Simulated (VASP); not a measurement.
Write the native input for VASP 6.6.1 that does the following.

```yaml
Task: single point
Functional: r2SCAN
Potentials_or_basis: VASP PAW PBE potentials, release 64 (Na_pv, Ca_sv, I)
Cutoff: 520 eV
k_mesh: 4 × 4 × 4
Occupations: gaussian, width 0.01 eV
Spin: no spin polarisation
Dipole_correction: no
Further_INCAR_settings: ALGO = Normal; EDIFF = 1e-07; NBANDS = 27
```

Crystal: NaCaI3.

```
CELL_PARAMETERS angstrom
6.06464 0.00000 0.00000
0.00000 6.06464 0.00000
0.00000 0.00000 6.06464
ATOMIC_POSITIONS crystal
Na 0.00000 0.00000 0.00000
Ca 0.50000 0.50000 0.50000
I 0.50000 0.50000 0.00000
I 0.50000 0.00000 0.50000
I 0.00000 0.50000 0.50000
```

This cell differs from its parent crystal: strain -1.0%.

One way to write it, as run:

POSCAR

```
NaCaI3
1.0
    6.0646387483      0.0000000000      0.0000000000
    0.0000000000      6.0646387483      0.0000000000
    0.0000000000      0.0000000000      6.0646387483
Na Ca I
1 1 3
Direct
    0.0000000000      0.0000000000      0.0000000000
    0.5000000000      0.5000000000      0.5000000000
    0.5000000000      0.5000000000      0.0000000000
    0.5000000000      0.0000000000      0.5000000000
    0.0000000000      0.5000000000      0.5000000000
```

INCAR.step1

```
SYSTEM = NaCaI3
PREC = Accurate
ENCUT = 520
ISMEAR = 0
SIGMA = 0.01
LREAL = .False.
LASPH = .True.
NELM = 80
NBANDS = 27
GGA = PE
ALGO = Normal
EDIFF = 1E-4
LWAVE = .True.
LCHARG = .False.
```

INCAR.step2

```
SYSTEM = NaCaI3
PREC = Accurate
ENCUT = 520
EDIFF = 1E-7
ISMEAR = 0
SIGMA = 0.01
LREAL = .False.
LASPH = .True.
NELM = 80
ALGO = Normal
ISIF = 2
LWAVE = .False.
LCHARG = .True.
METAGGA = R2SCAN
LMIXTAU = .True.
LELF = .True.
LVHAR = .True.
NBANDS = 27
ISTART = 1
```

KPOINTS

```
regular mesh
0
Gamma
  4 4 4
  0 0 0
```

Potentials or basis: VASP PAW PBE potentials, release 64 (Na_pv, Ca_sv, I).

The run is started by

```sh
$ cat potpaw_PBE.64/Na_pv/POTCAR potpaw_PBE.64/Ca_sv/POTCAR potpaw_PBE.64/I/POTCAR > POTCAR
$ cp INCAR.step1 INCAR
$ mpirun -np 1 vasp_std > vasp.out
$ cp INCAR.step2 INCAR
$ mpirun -np 1 vasp_std > vasp.out
```

Results of the run:

```yaml
Pressure: 0.6 GPa
Band_gap_on_the_k_mesh: 3.06 eV, indirect (least direct gap 3.41 eV)
```

Caveat: the cell differs from its parent crystal (strain -1.0%); the PAW data sets were made with another functional, which shifts forces and pressure a little; spin-orbit coupling is left out, which moves the levels of the heavy elements.

Run time: 3.2 min on 1 thread of AMD EPYC 9R45 96-Core Processor (Zen 5) (shared host), peak memory 0.37 GiB.
